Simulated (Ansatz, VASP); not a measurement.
**Two plane-wave programs on Ge**

```
Ge
1.0
     2.83496    0.00000    0.00000
    -1.41748    2.45515    0.00000
     0.00000    0.00000    2.82296
Ge
1
Direct
  0.00000 0.00000 0.50000
```

Alike in both runs: task relaxation of cell and atoms; functional PBE; k mesh 24 × 24 × 20; occupations gaussian, width 0.1 eV; no spin polarisation.

|  | VASP | Ansatz |
| --- | --- | --- |
| version | VASP 6.6.1 | Ansatz 0.2.0 |
| potentials or method | VASP PAW PBE potentials, release 64 (Ge_d), cutoff 600 eV | scalar-relativistic, plane waves, PAW |
| valence electrons in the cell | 14 | 14 |

```csv
,VASP,Ansatz,Ansatz less VASP
"gap on the k mesh at the Fermi level, each at its own relaxed structure (eV)",none,none,-
relaxed volume (Å³/atom),19.34,19.33,-0.008
relaxed cell length with the largest relative difference (Å),2.879,2.879,-0.0006
```

A gap of «none» marks a metal or a gap that the smearing closes.
